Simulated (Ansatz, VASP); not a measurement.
## Two plane-wave programs on BN

```
B N
1.0
     2.50399    0.00000    0.00000
    -1.25200    2.16852    0.00000
     0.00000    0.00000    6.66120
B N
2 2
Direct
  0.42319 0.66667 0.25000
  0.66670 0.33333 0.75000
  0.33334 0.66667 0.75000
  0.59729 0.33333 0.25000
```

Alike in both runs: task single point; functional LDA; k mesh 12 × 12 × 4; occupations gaussian, width 0.05 eV; no spin polarisation.

|  | VASP | Ansatz |
| --- | --- | --- |
| version | VASP 6.6.1 | Ansatz 0.2.0 |
| potentials or method | VASP PAW LDA potentials, release 64 (B, N), cutoff 520 eV | scalar-relativistic, plane waves, PAW |
| valence electrons in the cell | 16 | 16 |

VASP gave:

| Property | Result |
| --- | --- |
| gap on the k mesh at the Fermi level (eV) | 1.98 |
| pressure (GPa) | 27.8 |
| traceless stress, the component that is largest in VASP (GPa) | -40.94 |
| rms of the force components (eV/Å) | 9.613 |

Estimate Ansatz's values.

gap on the k mesh at the Fermi level (eV): 2.00; pressure (GPa): 27.3; traceless stress, the component that is largest in VASP (GPa): -40.65; rms of the force components (eV/Å): 9.556.

LDA's correlation is that of Perdew and Zunger in VASP and of Perdew and Wang (1992) in Ansatz. Atom by atom the forces differ by 0.060 eV/Å (rms over components). Ansatz's warnings: stress scf threshold loose.
